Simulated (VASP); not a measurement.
Here is a VASP 6.6.1 calculation.

File POSCAR:

```
LiCl
1.0
    0.0000000000      2.7330425290      2.7330425290
    2.7330425290      0.0000000000      2.7330425290
    2.7330425290      2.7330425290      0.0000000000
Li Cl
1 1
Direct
    0.0000000000      0.0000000000      0.0000000000
    0.2500000000      0.2500000000      0.2500000000
```

File INCAR.step1:

```
ALGO = Normal ; EDIFF = 1E-5
ENCUT = 520 ; GGA = PE
ISIF = 2 ; ISMEAR = 0
LASPH = T ; LCHARG = F
LREAL = F ; LWAVE = T
NBANDS = 12 ; NELM = 60
PREC = Accurate ; SIGMA = 0.01
```

File INCAR.step2:

```
ALGO = Normal ; EDIFF = 1E-7
ENCUT = 520 ; GGA = PE
HFSCREEN = 0.2079 ; ISIF = 2
ISMEAR = 0 ; ISTART = 1
LASPH = T ; LCHARG = F
LHFCALC = T ; LREAL = F
LWAVE = F ; NBANDS = 12
NELM = 60 ; PREC = Accurate
PRECFOCK = Normal ; SIGMA = 0.01
```

The input KPOINTS:

```
k-points
0
Gamma
  6 6 6
```

Potentials or basis: VASP PAW PBE potentials, release 64 (Li_sv, Cl).

Run with:

```sh
$ cat potpaw_PBE.64/Li_sv/POTCAR potpaw_PBE.64/Cl/POTCAR > POTCAR
$ cp INCAR.step1 INCAR
$ mpirun -np 1 vasp_std > vasp.out
$ cp INCAR.step2 INCAR
$ mpirun -np 1 vasp_std > vasp.out
```

Estimate the band gap on the k mesh.

7.39 eV, direct.
